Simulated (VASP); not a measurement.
Here is a VASP 6.6.1 calculation.

File INCAR:

```
PREC = Accurate
ENCUT = 520
EDIFF = 1E-6
ISMEAR = -1
SIGMA = 0.06122561905347299
LREAL = F
LASPH = T
NELM = 80
ALGO = Normal
ISIF = 2
LWAVE = F
LCHARG = F
GGA = PE
NBANDS = 25
```

KPOINTS

```
regular mesh
0
Gamma
  15 15 15
```

Contents of POSCAR:

```
Bi2O
1.0
    0.0000000000      3.2595964395      3.2595964395
    3.2595964395      0.0000000000      3.2595964395
    3.2595964395      3.2595964395      0.0000000000
Bi O
2 1
Direct
    0.2500000000      0.2500000000      0.2500000000
    0.7500000000      0.7500000000      0.7500000000
    0.0000000000      0.0000000000      0.0000000000
```

Potentials or basis: VASP PAW PBE potentials, release 64 (Bi_d, O).

Launch:

```bash
$ cat potpaw_PBE.64/Bi_d/POTCAR potpaw_PBE.64/O/POTCAR > POTCAR
$ mpirun -np 1 vasp_std > vasp.out
```

Task: Predict the band gap on the k mesh.

Result: Zero (bands 18 and 19 overlap by 1.87 eV).

Task: Estimate the pressure.

Result: -0.2 GPa.

Caveat: spin-orbit coupling is left out, which moves the levels of the heavy elements.
